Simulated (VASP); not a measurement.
# TaAs (I4_1md) in VASP: settings compared

TaAs is run at these levels: PBEsol, PBE; tasks: single point.

All numbers are computed with VASP 6.6.1; they aren't measurements. Logs are shortened: lines on timing, memory, paths and dates and some standing lists are left out, and cuts for length are marked.

### 1 The cell of the first run

Symmetry: I4_1md, No. 109, tetragonal system. The conventional cell has a = 3.444 Å, b = 3.444 Å, c = 11.736 Å, α = 90.00°, β = 90.00°, γ = 90.00°. Within 3.5 Å of Ta (site symmetry 2mm) lie 6 As at 2.61 to 2.62 Å and 8 Ta at 3.40 to 3.44 Å. Within 3.5 Å of As (site symmetry 2mm) lie 6 Ta at 2.61 to 2.62 Å and 8 As at 3.40 to 3.44 Å.

### 2 Single point, PBEsol

The input, INCAR:

```
SYSTEM = TaAs
  ALGO = Normal
  EDIFF = 1E-7
  ENCUT = 520
  GGA = PS
  ISIF = 2
  ISMEAR = -1
  LASPH = .TRUE.
  LCHARG = .FALSE.
  LREAL = .FALSE.
  LWAVE = .FALSE.
  NBANDS = 24
  NELM = 60
  PREC = Accurate
  SIGMA = 0.05
```

The input, KPOINTS:

```
k-points
0
G
  11 11 11
  0 0 0
```

The input, POSCAR:

```
TaAs
1.0
   -1.7218133622      1.7218133622      5.8679415361
    1.7218133622     -1.7218133622      5.8679415361
    1.7218133622      1.7218133622     -5.8679415361
Ta As
2 2
Direct
    0.4999673000      0.4999673000      0.0000000000
    0.2499673000      0.7499673000      0.5000000000
    0.0826321200      0.0826321200      0.0000000000
    0.8326321200      0.3326321200      0.5000000000
```

Potentials or basis: VASP PAW PBE potentials, release 64 (Ta_pv, As).

Run with:

```bash
$ cat potpaw_PBE.64/Ta_pv/POTCAR potpaw_PBE.64/As/POTCAR > POTCAR
$ mpirun -np 1 vasp_std > vasp.out
```

OUTCAR:

```text
SYSTEM = TaAs
   EDIFF = 1E-7
   ENCUT = 520
   GGA = PS
   ISIF = 2
   ISMEAR = -1
   LASPH = .TRUE.
   LREAL = .FALSE.
   NELM = 60
   PREC = Accurate

 ion  position               nearest neighbor table
   1  0.500  0.500  0.000-   4 2.61   4 2.61   3 2.62   3 2.62   3 2.62   3 2.62   2 3.40   2 3.40
                             2 3.40   2 3.40
   2  0.250  0.750  0.500-   3 2.61   3 2.61   4 2.62   4 2.62   4 2.62   4 2.62   1 3.40   1 3.40
                             1 3.40   1 3.40
   3  0.083  0.083  0.000-   2 2.61   2 2.61   1 2.62   1 2.62   1 2.62   1 2.62
   4  0.833  0.333  0.500-   1 2.61   1 2.61   2 2.62   2 2.62   2 2.62   2 2.62

  LATTYP: Found a body centered tetragonal cell.
 ALAT       =     3.4436267244
 C/A-ratio  =     3.4080009279

  Lattice vectors:

 A1 = (  -1.7218133622,   1.7218133622,   5.8679415361)
 A2 = (   1.7218133622,  -1.7218133622,   5.8679415361)
 A3 = (   1.7218133622,   1.7218133622,  -5.8679415361)

Analysis of symmetry for initial positions (statically):
=====================================================================
 Subroutine PRICEL returns:
 Original cell was already a primitive cell.

 Routine SETGRP: Setting up the symmetry group for a
 body centered tetragonal supercell.

 Subroutine GETGRP returns: Found  8 space group operations
 (whereof  4 operations were pure point group operations)
 out of a pool of 16 trial point group operations.

The static configuration has the point symmetry C_2v.
 The point group associated with its full space group is C_4v.

Analysis of symmetry for dynamics (positions and initial velocities):
=====================================================================
 Subroutine PRICEL returns:
 Original cell was already a primitive cell.

 Routine SETGRP: Setting up the symmetry group for a
 body centered tetragonal supercell.

 Subroutine GETGRP returns: Found  8 space group operations
 (whereof  4 operations were pure point group operations)
 out of a pool of 16 trial point group operations.

The dynamic configuration has the point symmetry C_2v.
 The point group associated with its full space group is C_4v.

 Subroutine INISYM returns: Found  8 space group operations
 (whereof  4 operations are pure point group operations),
 and found     1 'primitive' translations

----------------------------------------------------------------------------------------

                                     Primitive cell

  volume of cell :      69.5854

  direct lattice vectors                    reciprocal lattice vectors
    -1.721813362  1.721813362  5.867941536     0.000000000  0.290391520  0.085208756
     1.721813362 -1.721813362  5.867941536     0.290391520  0.000000000  0.085208756
     1.721813362  1.721813362 -5.867941536     0.290391520  0.290391520  0.000000000

  length of vectors
     6.353111079  6.353111079  6.353111079     0.302634709  0.302634709  0.410675626

  position of ions in fractional coordinates (direct lattice)
     0.499967300  0.499967300  0.000000000
     0.249967300  0.749967300  0.500000000
     0.082632120  0.082632120  0.000000000
     0.832632120  0.332632120  0.500000000

  ion indices of the primitive-cell ions
   primitive index   ion index
                 1           1
                 2           2
                 3           3
                 4           4

----------------------------------------------------------------------------------------

 KPOINTS: k-points

Automatic generation of k-mesh.
 Grid dimensions read from file:
 generate k-points for:   11   11   11

 Generating k-lattice:

  Cartesian coordinates                     Fractional coordinates (reciprocal lattice)
     0.000000000  0.026399229  0.007746251     0.090909091  0.000000000  0.000000000
     0.026399229  0.000000000  0.007746251     0.000000000  0.090909091  0.000000000
     0.026399229  0.026399229  0.000000000     0.000000000  0.000000000  0.090909091

  Length of vectors
     0.027512246  0.027512246  0.037334148

  Shift w.r.t. Gamma in fractional coordinates (k-lattice)
     0.000000000  0.000000000  0.000000000

 Subroutine IBZKPT returns following result:
 ===========================================

 Found    126 irreducible k-points:

 Following reciprocal coordinates:
            Coordinates               Weight
  0.000000  0.000000  0.000000      1.000000
  0.090909  0.000000 -0.000000      8.000000
  0.181818  0.000000  0.000000      8.000000
  0.272727  0.000000  0.000000      8.000000
  0.363636  0.000000  0.000000      8.000000
  0.454545  0.000000  0.000000      8.000000
[... 16 lines left out ...]
 -0.272727  0.181818 -0.000000     16.000000
 -0.181818  0.181818  0.000000      4.000000
 [... further k-points ...]
   k-points           NKPTS =    126   k-points in BZ     NKDIM =    126   number of bands    NBANDS=     24
   number of dos      NEDOS =    301   number of ions     NIONS =      4
   total plane-waves  NPLWV = 110592
   dimension x,y,z NGX =    48 NGY =   48 NGZ =   48
   dimension x,y,z NGXF=    96 NGYF=   96 NGZF=   96
   ions per type =               2   2
   NGX,Y,Z   is equivalent  to a cutoff of  12.56, 12.56, 12.56 a.u.
   NGXF,Y,Z  is equivalent  to a cutoff of  25.12, 25.12, 25.12 a.u.
 SYSTEM =  TaAs
   PREC   = accura    normal or accurate (medium, high low for compatibility)
   ISTART =      0    job   : 0-new  1-cont  2-samecut
   ICHARG =      2    charge: 1-file 2-atom 10-const
   ISPIN  =      1    spin polarized calculation?
   LNONCOLLINEAR =      F non collinear calculations
   LSORBIT =      F    spin-orbit coupling
   LASPH  =      T    aspherical Exc in radial PAW
   ENCUT  =  520.0 eV  38.22 Ry    6.18 a.u.  11.81 11.81 11.81*2*pi/ulx,y,z
   NELM   =     60;   NELMIN=  2; NELMDL= -5     # of ELM steps
   EDIFF  = 0.1E-06   stopping-criterion for ELM
   LREAL  =      F    real-space projection
   EDIFFG = 0.1E-05   stopping-criterion for IOM
   NSW    =      0    number of steps for IOM
   IBRION =     -1    ionic relax: 0-MD 1-quasi-New 2-CG
   NFREE  =      0    steps in history (QN), initial steepest desc. (CG)
   ISIF   =      2    stress and relaxation
   ISYM   =      2    0-nonsym 1-usesym 2-fastsym
   POTIM  = 0.5000    time-step for ionic-motion
   TEBEG  =    0.0;   TEEND  =   0.0 temperature during run
   PSTRESS=    0.0 pullay stress
   NELECT =      32.0000    total number of electrons
   NUPDOWN=      -1.0000    fix difference up-down
   EMIN   =  10.00;   EMAX   =-10.00  energy-range for DOS
   EFERMI =   0.00;   METHOD = LEGACY
   ISMEAR =    -1;   SIGMA  =   0.05  broadening in eV -4-tet -1-fermi 0-gaus
   EFERMI_NEDOS =   21; number of points for ismear=-14 and -15
   IALGO  =     38    algorithm
   IMIX   =      4    mixing-type and parameters
     AMIX     =   0.40;   BMIX     =  1.00
     AMIX_MAG =   1.60;   BMIX_MAG =  1.00
  volume/ion in A,a.u.               =      17.40       117.40
  Fermi-wavevector in a.u.,A,eV,Ry     =   1.263627  2.387909 21.725142  1.596753
  Thomas-Fermi vector in A             =   2.396974
   LORBIT       =      0    0 simple, 1 ext, 2 COOP (PROOUT), +10 PAW based schemes
   GGA     = PS    functional components
   LHFCALC =     F    Hartree Fock is set to
   AEXX    =    0.0000 exact exchange contribution
   IVDW    =     0    specifies the selected vdW correction
   LEPSILON=     F    determine dielectric tensor
   LRPA    =     F    only Hartree local field effects (RPA)
 non-spin polarized calculation
  energy-cutoff  :      520.00
  volume of cell :       69.59
 maximum number of plane-waves:      1897
   NGX = 23   NGY = 23   NGZ = 23

 number of electron      32.0000002 magnetization

 Free energy of the ion-electron system (eV)
  ---------------------------------------------------
  ext. energy  EPLUGINS =         0.00000000
  ---------------------------------------------------
  free energy    TOTEN  =       -37.71457628 eV

  energy without entropy =      -37.70983990  energy(sigma->0) =      -37.71220809

 E-fermi :   6.8109     XC(G=0): -12.0124

 val. band max:        6.7658351861   @ k =  -0.2727   0.4545   0.2727
 cond. band min:       6.8291900879   @ k =  -0.1818  -0.4545   0.1818
 fundamental gap:      0.0633549017
 Fermi energy:         6.8109121083

 k-point     1 :       0.0000    0.0000    0.0000
  band No.  band energies     occupation
      1     -28.1146      2.00000
      2     -28.0709      2.00000
      3     -28.0709      2.00000
      4     -27.9215      2.00000
      5     -27.9215      2.00000
      6     -27.8765      2.00000
[... 16 lines left out ...]
     23      10.9161      0.00000
     24      10.9186      0.00000

 k-point     2 :       0.0909    0.0000   -0.0000
  band No.  band energies     occupation
      1     -28.1119      2.00000
      2     -28.0820      2.00000
      3     -28.0697      2.00000
      4     -27.9341      2.00000
      5     -27.9200      2.00000
      6     -27.8776      2.00000
[... 16 lines left out ...]
     23      10.5884      0.00000
     24      11.3063      0.00000

 k-point     3 :       0.1818    0.0000    0.0000
  band No.  band energies     occupation
      1     -28.1277      2.00000
      2     -28.0881      2.00000
      3     -28.0665      2.00000
      4     -27.9661      2.00000
      5     -27.9161      2.00000
      6     -27.8825      2.00000
[... 16 lines left out ...]
     23      11.0499      0.00000
     24      12.1719      0.00000

 k-point     4 :       0.2727    0.0000    0.0000
  band No.  band energies     occupation
      1     -28.1717      2.00000
      2     -28.0729      2.00000
      3     -28.0623      2.00000
      4     -28.0043      2.00000
      5     -27.9111      2.00000
      6     -27.8919      2.00000
[... 16 lines left out ...]
     23      11.3542      0.00000
     24      12.9599      0.00000

 k-point     5 :       0.3636    0.0000    0.0000
  band No.  band energies     occupation
      1     -28.2135      2.00000
      2     -28.0685      2.00000
      3     -28.0583      2.00000
      4     -28.0243      2.00000
      5     -27.9064      2.00000
      6     -27.9038      2.00000
[... 16 lines left out ...]
     23      11.4274      0.00000
     24      13.0043      0.00000

 k-point     6 :       0.4545    0.0000    0.0000
  band No.  band energies     occupation
      1     -28.2384      2.00000
      2     -28.0810      2.00000
      3     -28.0560      2.00000
      4     -28.0183      2.00000
      5     -27.9135      2.00000
      6     -27.9037      2.00000
[... 16 lines left out ...]
     23      11.8008      0.00000
     24      13.0824      0.00000
[... 379 lines left out ...]
 k-point    21 :      -0.4545    0.1818    0.0000
  band No.  band energies     occupation
      1     -28.2307      2.00000
      2     -28.1065      2.00000
      3     -28.0697      2.00000
      4     -28.0114      2.00000
      5     -27.9472      2.00000
      6     -27.9063      2.00000
[... 16 lines left out ...]
     23      11.0325      0.00000
     24      12.7479      0.00000

 k-point    22 :      -0.3636    0.1818    0.0000
  band No.  band energies     occupation
      1     -28.2061      2.00000
      2     -28.1091      2.00000
      3     -28.0566      2.00000
      4     -28.0214      2.00000
      5     -27.9497      2.00000
      6     -27.8946      2.00000
[... 16 lines left out ...]
     23      11.2491      0.00000
     24      13.0962      0.00000

 k-point    23 :      -0.2727    0.1818   -0.0000
  band No.  band energies     occupation
      1     -28.1649      2.00000
      2     -28.1143      2.00000
      3     -28.0607      2.00000
      4     -28.0002      2.00000
      5     -27.9545      2.00000
      6     -27.8846      2.00000
[... 16 lines left out ...]
     23      11.2357      0.00000
     24      12.6947      0.00000

 k-point    24 :      -0.1818    0.1818    0.0000
  band No.  band energies     occupation
      1     -28.1240      2.00000
      2     -28.1169      2.00000
      3     -28.0733      2.00000
      4     -27.9655      2.00000
      5     -27.9561      2.00000
      6     -27.8791      2.00000
[... 16 lines left out ...]
     23      10.8451      0.00000
     24      12.2334      0.00000

 [... further k-points ...]

------------------------ aborting loop because EDIFF is reached ----------------------------------------

  FORCE on cell =-STRESS in cart. coord.  units (eV):
  Direction    XX          YY          ZZ          XY          YZ          ZX
  --------------------------------------------------------------------------------------
  -------------------------------------------------------------------------------------
  Total       -1.2972468     -1.2972468     -1.6100833      0.0000000      0.0000000      0.0000000
  in kB      -29.8686284    -29.8686284    -37.0715716      0.0000000      0.0000000      0.0000000
  external PRESSURE =     -32.2696095 kB  Pullay stress =       0.0000000 kB

 VOLUME and BASIS-vectors are now :
 -----------------------------------------------------------------------------
  energy-cutoff  :      520.00
  volume of cell :       69.59
      direct lattice vectors                 reciprocal lattice vectors
    -1.721813362  1.721813362  5.867941536     0.000000000  0.290391520  0.085208756
     1.721813362 -1.721813362  5.867941536     0.290391520  0.000000000  0.085208756
     1.721813362  1.721813362 -5.867941536     0.290391520  0.290391520  0.000000000

 POSITION                                       TOTAL-FORCE (eV/Angst)
 -----------------------------------------------------------------------------------
      0.00000      0.00000      5.86756         0.000000      0.000000      0.024341
      1.72181      0.00000      2.93359         0.000000      0.000000      0.024341
      0.00000      0.00000      0.96976        -0.000000     -0.000000     -0.024341
      0.00000      1.72181      3.90373        -0.000000     -0.000000     -0.024341
 -----------------------------------------------------------------------------------
    total drift:                                0.000000      0.000000      0.000201

  FREE ENERGIE OF THE ION-ELECTRON SYSTEM (eV)
  ---------------------------------------------------
  free  energy   TOTEN  =       -37.7145762829 eV

  energy  without entropy=      -37.7098399002  energy(sigma->0) =      -37.71220809
```

Run time: 2.7 min. Hardware: 1 thread of Intel Xeon 6975P-C (Granite Rapids), shared host; peak memory 0.44 GiB.

What came out:

```yaml
Free_energy: -37.7146 eV
Pressure: -3.2 GPa
Largest_force: 0.024 eV/Å
```

Forces in eV/Å, atoms in the order of the input:
```
Ta   0.000  0.000  0.024
Ta   0.000  0.000  0.024
As   0.000  0.000 -0.024
As   0.000  0.000 -0.024
```

Stress tensor (GPa, compression positive):
```
-2.99  0.00  0.00
 0.00 -2.99  0.00
 0.00  0.00 -3.71
```

Levels at points of the mesh, in eV from the Fermi level:
```
           k point  band 13  band 14  band 15  band 16  band 17  band 18  band 19  band 20
(0.00, 0.00, 0.00)    -2.35    -1.95    -1.61    -1.61     0.92     1.58     2.32     3.11
```

Caveat: the cell stands under tension; the PAW data sets were made with another functional, which shifts forces and pressure a little; spin-orbit coupling is left out, which moves the levels of the heavy elements.

### 3 Single point, PBE

The input, INCAR:

```
ALGO = Normal
EDIFF = 1E-6
ENCUT = 520
GGA = PE
ISIF = 2
ISMEAR = -1
LASPH = True
LCHARG = False
LREAL = False
LWAVE = False
NBANDS = 24
NELM = 80
PREC = Accurate
SIGMA = 0.05
```

The input, KPOINTS:

```
k-points
0
Gamma
  6 6 6
```

POSCAR is that of step 2.

Potentials or basis: VASP PAW PBE potentials, release 64 (Ta_pv, As).

Run with:

```bash
$ cat potpaw_PBE.64/Ta_pv/POTCAR potpaw_PBE.64/As/POTCAR > POTCAR
$ mpirun -np 1 vasp_std > vasp.out
```

OUTCAR:

```text
EDIFF = 1E-6
   ENCUT = 520
   GGA = PE
   ISIF = 2
   ISMEAR = -1
   LASPH = True
   LREAL = False
   NELM = 80
   PREC = Accurate

 ion  position               nearest neighbor table
   1  0.500  0.500  0.000-   4 2.61   4 2.61   3 2.62   3 2.62   3 2.62   3 2.62   2 3.40   2 3.40
                             2 3.40   2 3.40
   2  0.250  0.750  0.500-   3 2.61   3 2.61   4 2.62   4 2.62   4 2.62   4 2.62   1 3.40   1 3.40
                             1 3.40   1 3.40
   3  0.083  0.083  0.000-   2 2.61   2 2.61   1 2.62   1 2.62   1 2.62   1 2.62
   4  0.833  0.333  0.500-   1 2.61   1 2.61   2 2.62   2 2.62   2 2.62   2 2.62

  LATTYP: Found a body centered tetragonal cell.
 ALAT       =     3.4436267244
 C/A-ratio  =     3.4080009279

  Lattice vectors:

 A1 = (  -1.7218133622,   1.7218133622,   5.8679415361)
 A2 = (   1.7218133622,  -1.7218133622,   5.8679415361)
 A3 = (   1.7218133622,   1.7218133622,  -5.8679415361)

Analysis of symmetry for initial positions (statically):
=====================================================================
 Subroutine PRICEL returns:
 Original cell was already a primitive cell.

[... 174 lines left out ...]
 E-fermi :   6.9574     XC(G=0): -11.9087

 val. band max:        6.9030623919   @ k =  -0.1667   0.5000   0.1667
 cond. band min:       7.0101652647   @ k =  -0.1667   0.3333   0.1667
 fundamental gap:      0.1071028728
 Fermi energy:         6.9573513606

 k-point     1 :       0.0000    0.0000    0.0000
  band No.  band energies     occupation
      1     -28.0162      2.00000
      2     -27.9735      2.00000
      3     -27.9735      2.00000
      4     -27.8267      2.00000
      5     -27.8267      2.00000
      6     -27.7801      2.00000
[... 637 lines left out ...]
     23      10.6278      0.00000
     24      12.3981      0.00000

 [... further k-points ...]

------------------------ aborting loop because EDIFF is reached ----------------------------------------

  FORCE on cell =-STRESS in cart. coord.  units (eV):
  Direction    XX          YY          ZZ          XY          YZ          ZX
  --------------------------------------------------------------------------------------
  -------------------------------------------------------------------------------------
  Total        1.2758529      1.2758529      1.0145115      0.0000000      0.0000000      0.0000000
  in kB       29.3760419     29.3760419     23.3587514      0.0000000      0.0000000      0.0000000
  external PRESSURE =      27.3702784 kB  Pullay stress =       0.0000000 kB

 VOLUME and BASIS-vectors are now :
 -----------------------------------------------------------------------------
  energy-cutoff  :      520.00
  volume of cell :       69.59
      direct lattice vectors                 reciprocal lattice vectors
    -1.721813362  1.721813362  5.867941536     0.000000000  0.290391520  0.085208756
     1.721813362 -1.721813362  5.867941536     0.290391520  0.000000000  0.085208756
     1.721813362  1.721813362 -5.867941536     0.290391520  0.290391520  0.000000000

 POSITION                                       TOTAL-FORCE (eV/Angst)
 -----------------------------------------------------------------------------------
      0.00000      0.00000      5.86756         0.000000      0.000000      0.034611
      1.72181      0.00000      2.93359        -0.000000     -0.000000      0.034611
      0.00000      0.00000      0.96976        -0.000000      0.000000     -0.034611
      0.00000      1.72181      3.90373         0.000000     -0.000000     -0.034611
 -----------------------------------------------------------------------------------
    total drift:                                0.000000      0.000000      0.000230

  FREE ENERGIE OF THE ION-ELECTRON SYSTEM (eV)
  ---------------------------------------------------
  free  energy   TOTEN  =       -35.0861371580 eV

  energy  without entropy=      -35.0798455609  energy(sigma->0) =      -35.08299136
```

Wall time 1.9 min (1 thread of Intel Xeon 8259CL, shared host); peak memory 0.34 GiB.

Results:

```
Free energy            : -35.0861 eV
Pressure               : 2.7 GPa
Largest force          : 0.035 eV/Å
Band gap on the k mesh : 0.11 eV (least direct gap 0.20 eV)
```

Forces on the atoms (eV/Å):
```
Ta   0.000  0.000  0.035
Ta   0.000  0.000  0.035
As   0.000  0.000 -0.035
As   0.000  0.000 -0.035
```

Levels at points of the mesh, in eV from the valence-band top:
| k point | band 14 | band 15 | band 16 | band 17 | band 18 | band 19 |
| --- | --- | --- | --- | --- | --- | --- |
| (0.00, 0.00, 0.00) | -1.88 | -1.56 | -1.56 | 0.99 | 1.65 | 2.40 |
| (0.50, 0.00, 0.00) | -2.26 | -1.51 | -0.20 | 0.20 | 1.44 | 2.32 |
| (0.50, 0.50, 0.00) | -3.13 | -1.05 | -1.05 | 2.88 | 2.88 | 3.14 |
| (0.50, 0.50, 0.50) | -2.73 | -0.84 | -0.84 | 1.30 | 1.30 | 2.36 |

Caveat: spin-orbit coupling is left out, which moves the levels of the heavy elements. A k mesh can miss the band edges.
